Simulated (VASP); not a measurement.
A run of VASP 6.6.1 is set up as follows.

INCAR

```
SYSTEM = As
ALGO = Normal
EDIFF = 1E-7
ENCUT = 520
GGA = PE
ISIF = 2
ISMEAR = 0
LASPH = .TRUE.
LCHARG = .FALSE.
LREAL = .FALSE.
LWAVE = .FALSE.
NBANDS = 18
NELM = 60
PREC = Accurate
SIGMA = 0.02
```

The input KPOINTS:

```
k-points
0
G
  8 8 8
  0 0 0
```

Contents of POSCAR:

```
As
1.0
   -2.9048385124      2.9048385124      2.9048385124
    2.9048385124     -2.9048385124      2.9048385124
    2.9048385124      2.9048385124     -2.9048385124
As
4
Direct
    0.0729483895      0.0729483895      0.0729483895
    0.5000000000      0.0000000000      0.4270516105
    0.0000000000      0.4270516105      0.5000000000
    0.4270516105      0.5000000000      0.0000000000
```

Potentials or basis: VASP PAW PBE potentials, release 64 (As).

Command:

```bash
$ cat potpaw_PBE.64/As/POTCAR > POTCAR
$ mpirun -np 1 vasp_std > vasp.out
```

Q: What does it give for the band gap on the k mesh?

A: 0.81 eV (least direct gap 1.38 eV).

Q: Estimate the pressure.

A: 0.2 GPa.

Forces in eV/Å, atoms in the order of the input:
```
As  -0.028 -0.028 -0.028
As   0.028  0.028 -0.028
As   0.028 -0.028  0.028
As  -0.028  0.028  0.028
```

A k mesh can miss the band edges.
